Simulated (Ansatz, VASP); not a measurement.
## Ni in VASP and in Ansatz

```
Ni
1.0
     0.00000    1.75834    1.75834
     1.75834    0.00000    1.75834
     1.75834    1.75834    0.00000
Ni
1
Direct
  0.00000 0.00000 0.00000
```

Alike in both runs: functional PBE; k mesh 16 × 16 × 16; occupations gaussian, width 0.05 eV; collinear spin.

Ansatz relaxed the structure, and its values are those at the end. VASP's run is a single point on that final structure, the one shown.

```csv
,VASP,Ansatz
version,VASP 6.6.1,Ansatz 0.2.0
potentials or method,"VASP PAW PBE potentials, release 64 (Ni)","scalar-relativistic, plane waves, PAW"
plane-wave cutoff (eV),520,420
valence electrons in the cell,10,18
```

```tsv
	VASP	Ansatz	Ansatz less VASP
gap on the k mesh at the Fermi level (eV)	none	none	-
pressure (GPa)	0.0	0.0	+0.04
net moment per atom (μB)	0.60	0.60	+0.004
size of the moment on the site where the two differ most (μB)	0.61	0.64	+0.031
```

Site moments also hang on the region over which each program counts them. A gap of «none» marks a metal or a gap that the smearing closes. VASP's potentials hold 10 valence electrons a cell and Ansatz's 18, so a difference there can come from the potentials and not from the codes.
